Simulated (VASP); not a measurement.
TiC, 2 atoms in the cell. It takes space group Fmmm (No. 69, orthorhombic). Conventional cell: a = 4.155 Å, b = 4.328 Å, c = 4.501 Å, α = 90.00°, β = 90.00°, γ = 90.00°. Ti (site symmetry mmm) has 6 C at 2.08 to 2.25 Å within 2.8 Å. Within 2.8 Å of C (site symmetry mmm) lie 6 Ti at 2.08 to 2.25 Å.  This cell differs from its parent crystal: strain -0.0400 x Voigt [1, -1, 0, 0, 0, 0].

| Item | Value |
| --- | --- |
| Program | VASP 6.6.1 |
| Task | single point |
| Functional | PBE |
| Potentials or basis | VASP PAW PBE potentials, release 64 (Ti_sv, C) |
| Cutoff | 520 eV |
| k mesh | 18 × 18 × 18 |
| Occupations | gaussian, width 0.15 eV |
| Spin | no spin polarisation |
| Dipole correction | no |
| Further INCAR settings | ALGO = Normal; EDIFF = 1e-06; NBANDS = 15 |

Potentials or basis: VASP PAW PBE potentials, release 64 (Ti_sv, C).

The run is started by

```console
$ cat potpaw_PBE.64/Ti_sv/POTCAR potpaw_PBE.64/C/POTCAR > POTCAR
$ mpirun -np 1 vasp_std > vasp.out
```

Hardware: 1 thread of AMD EPYC 9R45 96-Core Processor (Zen 5), with other jobs on the host.

Task: Estimate the wall time of this run.

Result: Wall time 2.5 min on 1 thread of AMD EPYC 9R45 96-Core Processor (Zen 5), on a shared host, peak memory 0.33 GiB. Counts: scf iterations 14, k points 865.
